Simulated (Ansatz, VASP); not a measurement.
This is a calculation of MnO for VASP 6.6.1.

The input INCAR:

```
SYSTEM = MnO
ALGO = Normal ; EDIFF = 1E-6
ENCUT = 520 ; GGA = PE
ISIF = 2 ; ISMEAR = -1
ISPIN = 2 ; LASPH = .TRUE.
LCHARG = .TRUE. ; LELF = .TRUE.
LMAXMIX = 4 ; LORBIT = 11
LREAL = .FALSE. ; LVHAR = .TRUE.
LWAVE = .FALSE. ; MAGMOM = 4 0
NBANDS = 20 ; NELM = 150
PREC = Accurate ; SIGMA = 0.05
```

File KPOINTS:

```
k-points
0
G
  10 10 10
  0 0 0
```

File POSCAR:

```
MnO
1.0
    0.0000000000      2.1785090927      2.1785090927
    2.1785090927      0.0000000000      2.1785090927
    2.1785090927      2.1785090927      0.0000000000
Mn O
1 1
Direct
    0.0000000000      0.0000000000      0.0000000000
    0.5000000000      0.5000000000      0.5000000000
```

Potentials or basis: VASP PAW PBE potentials, release 64 (Mn_pv, O).

Command:

```sh
$ cat potpaw_PBE.64/Mn_pv/POTCAR potpaw_PBE.64/O/POTCAR > POTCAR
$ mpirun -np 1 vasp_std > vasp.out
```

Task: Set up the same calculation for Ansatz 0.2.0. Potentials there: Ansatz PAW.

Result: As run (the cutoff follows the program's own potentials):

The input input.yaml:

```yaml
crystal:
  lattice:
    - [0.0, 2.1785090927, 2.1785090927]
    - [2.1785090927, 0.0, 2.1785090927]
    - [2.1785090927, 2.1785090927, 0.0]
  atoms:
    - { symbol: Mn, position: [0.0, 0.0, 0.0], spin: 4.0 }
    - { symbol: O, position: [0.5, 0.5, 0.5] }
hamiltonian:
  xc: pbe
  pseudopotentials: { kind: paw }
magnetization:
  spin_polarized: true
kpoints:
  mp_grid: { grid: [10, 10, 10] }
scf:
  occupations: { method: fermi_dirac, width: 0.05 }
output:
  forces: true
  stress: true
  eigenvalues: true
```

Potentials or basis: Ansatz PAW.

Run with:

```bash
$ ansatz run input.yaml --threads 2 --pin off --max-ram 5632MiB --backend cpu --events-out ev --progress --plain --runs-dir out
```

Both were run:

|  | VASP | Ansatz | Ansatz less VASP |
| --- | --- | --- | --- |
| gap on the k mesh at the Fermi level (eV) | none | none | - |
| pressure (GPa) | 6.9 | 6.5 | -0.33 |
| net moment per atom (μB) | 2.29 | 2.29 | 0.000 |
| size of the moment on the site where the two differ most (μB) | 4.18 | 3.88 | -0.306 |

Site moments also hang on the region over which each program counts them. A gap of «none» marks a metal or a gap that the smearing closes. VASP's potentials hold 19 valence electrons a cell and Ansatz's 21, so a difference there can come from the potentials and not from the codes.
